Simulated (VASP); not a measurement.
The system is Ta2N.

```xyz
3
Lattice="3.1335 0.0000 0.0000 -1.5667 2.7137 0.0000 0.0000 0.0000 4.9021" Properties=species:S:1:pos:R:3 pbc="T T T"
Ta    0.0000    1.8091    1.2486
Ta    1.5667    0.9046    3.6535
N     0.0000    0.0000    0.0000
```

Base run:

```yaml
Program: VASP 6.6.1
Functional: r2SCAN
Potentials_or_basis: VASP PAW PBE potentials, release 64 (Ta_pv, N)
Cutoff: 520 eV
k_mesh: 10 × 10 × 6
Occupations: fermi-dirac, width 0.05 eV
Spin: no spin polarisation
```

Its results: pressure -9.6 GPa; largest force 0.067 eV/Å.

Q: The run is repeated on the same cell with these changes: potentials or basis from VASP PAW PBE potentials, release 64 (Ta_pv, N) to VASP PAW PBE potentials, release 64 (Ta_sv_GW, N); cutoff from 520 eV to 660 eV; further incar settings from ALGO = Normal; EDIFF = 1e-06; NBANDS = 20 to ALGO = Normal; EDIFF = 1e-06; NBANDS = 22; valence electrons from 27 to 31. What comes out?

A: Pressure -10.8 GPa; largest force 0.035 eV/Å.

Caveats: the PAW data sets were made with another functional, which shifts forces and pressure a little.
